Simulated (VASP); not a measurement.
A run of VASP 6.6.1 is set up as follows.

INCAR

```
ALGO = Normal ; EDIFF = 1E-6
ENCUT = 520 ; GGA = PE
GGA_COMPAT = F ; ISIF = 2
ISMEAR = 0 ; LASPH = T
LCHARG = F ; LREAL = F
LWAVE = F ; NBANDS = 90
NELM = 120 ; PREC = Accurate
SIGMA = 0.05
```

File KPOINTS:

```
k-points
0
Gamma
  1 1 6
```

Contents of POSCAR:

```
ZnH2O
1.0
   16.5000000000      0.0000000000      0.0000000000
    0.0000000000     16.0000000000      0.0000000000
    0.0000000000      0.0000000000      5.2755313076
Zn O H
7 7 14
Direct
    0.3317678570      0.4326775993      0.4924000240
    0.5415813765      0.4423114994      0.5311691427
    0.4502773817      0.6373758716      0.4921287866
    0.4585593846      0.3649378921      0.9832053272
    0.3379078800      0.5671839841      0.9846672614
    0.6653031930      0.3819598937      0.9543328410
    0.5692720782      0.5600144847      0.9842076857
    0.4469261344      0.3843359323      0.3775324072
    0.3567225745      0.5561127935      0.3792189124
    0.6361088664      0.3669808451      0.4164250291
    0.5482265179      0.5556591030      0.3781704610
    0.3570443443      0.4432591225      0.8739799619
    0.5520018096      0.4397500029      0.8990113116
    0.4512352363      0.6110322981      0.8731380018
    0.2592508627      0.3892427010      0.3614317226
    0.4541454111      0.7226314867      0.3541961254
    0.4472200890      0.2763621890      0.8675571046
    0.2619226799      0.6117861510      0.8766601973
    0.6672811302      0.2952141037      0.8102987288
    0.7217884285      0.4454626062      1.1008833177
    0.6340331036      0.6174151051      0.8599499668
    0.4458235098      0.3289913560      0.4564234838
    0.3097798036      0.5848904447      0.4513816319
    0.6535356921      0.3302469425      0.5654381598
    0.6840382083      0.3994027733      0.3557977436
    0.5933228359      0.5839348586      0.4631761878
    0.3128117872      0.4138616353      0.9594823125
    0.4545971109      0.6652731626      0.9582289277
```

Potentials or basis: VASP PAW PBE potentials, release 64 (Zn, O, H).

Run with:

```bash
$ cat potpaw_PBE.64/Zn/POTCAR potpaw_PBE.64/O/POTCAR potpaw_PBE.64/H/POTCAR > POTCAR
$ mpirun -np 1 vasp_std > vasp.out
```

(1) Predict the largest force.

(2) Predict the band gap on the k mesh.

Answers

(1) 0.114 eV/Å.

(2) 4.10 eV.
